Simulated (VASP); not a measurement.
A run of VASP 6.6.1 is set up as follows.

File INCAR:

```
SYSTEM = LiH
PREC = Accurate ; ENCUT = 600
EDIFF = 1E-6 ; ISMEAR = -1
SIGMA = 0.02 ; LREAL = .FALSE.
LASPH = .TRUE. ; NELM = 100
ALGO = Normal ; ISIF = 3
LWAVE = .FALSE. ; LCHARG = .FALSE.
GGA = PS ; IBRION = 2
NSW = 80 ; EDIFFG = -0.005
```

Contents of KPOINTS:

```
regular mesh
0
G
  12 12 6
  0 0 0
```

Contents of POSCAR:

```
LiH
1.0
    2.7816472974      0.0000000000      0.0000000000
   -1.3908236487      2.4089772239      0.0000000000
    0.0000000000      0.0000000000      4.8847712216
Li H
2 2
Direct
    0.0000000000      0.0000000000      0.0000000000
    0.0000000000      0.0000000000      0.5000000000
    0.3333333333      0.6666666667      0.2500000000
    0.6666666667      0.3333333333      0.7500000000
```

Potentials or basis: VASP PAW PBE potentials, release 64 (Li_sv, H).

The run is started by

```bash
$ cat potpaw_PBE.64/Li_sv/POTCAR potpaw_PBE.64/H/POTCAR > POTCAR
$ mpirun -np 1 vasp_std > vasp.out
```

Task: Estimate the band gap on the k mesh.

Result: 4.18 eV (least direct gap 4.78 eV).

Task: What does it give for the relaxed cell?

Result: a = 2.756 Å, b = 2.756 Å, c = 4.856 Å, α = 90.00°, β = 90.00°, γ = 120.00°.

Task: Estimate the relaxed volume.

Result: 7.98 Å³/atom.

Task: Predict the space group after relaxing (to 0.1 Å).

Result: P6_3/mmc (No. 194).

Step by step:
| step | energy change (eV) | largest force (eV/Å) | pressure (GPa) | volume (Å³) |
| --- | --- | --- | --- | --- |
| 1 | 0.0000 | 0.0000 | -0.84 | 32.73 |
| 2 | -0.0010 | 0.0000 | -0.64 | 32.53 |
| 3 | -0.0022 | 0.0000 | 0.00 | 31.93 |

Caveat: the cutoff is under 1.25 times the usual one of these potentials, so pressure, stress and relaxed cells hold a basis-set (Pulay) error; the PAW data sets were made with another functional, which shifts forces and pressure a little. A k mesh can miss the band edges.
